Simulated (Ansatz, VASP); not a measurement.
**Two plane-wave programs on CoO**

```
CELL_PARAMETERS angstrom
-1.50800 1.50800 2.10725
1.50800 -1.50800 2.10725
1.50800 1.50800 -2.10725
ATOMIC_POSITIONS crystal
Co 0.00000 0.00000 0.00000
O 0.50000 0.50000 0.00000
```

Alike in both runs: task relaxation of cell and atoms; functional PBEsol; k mesh 10 × 10 × 10; occupations gaussian, width 0.1 eV; collinear spin.

```csv
,VASP,Ansatz
version,VASP 6.6.1,Ansatz 0.2.0
potentials or method,"VASP PAW PBE potentials, release 64 (Co, O), cutoff 600 eV","scalar-relativistic, plane waves, PAW"
valence electrons in the cell,15,23
```

Ansatz gave:

| Item | Value |
| --- | --- |
| gap on the k mesh at the Fermi level, each at its own relaxed structure (eV) | none |
| net moment per atom (μB) | 1.41 |
| size of the moment on the site where the two differ most (μB) | 2.39 |
| relaxed volume (Å³/atom) | 9.08 |
| relaxed length of the cell vector where the two differ most in proportion (Å) | 2.951 |

Question: What did VASP give for the same quantities?

Answer: gap on the k mesh at the Fermi level, each at its own relaxed structure (eV): none; net moment per atom (μB): 1.38; size of the moment on the site where the two differ most (μB): 2.44; relaxed volume (Å³/atom): 9.04; relaxed length of the cell vector where the two differ most in proportion (Å): 2.946.

VASP's potentials were made for PBE, not for PBEsol. Site moments also hang on the region over which each program counts them. A gap of «none» marks a metal or a gap that the smearing closes. VASP's potentials hold 15 valence electrons a cell and Ansatz's 23, so a difference there can come from the potentials and not from the codes.
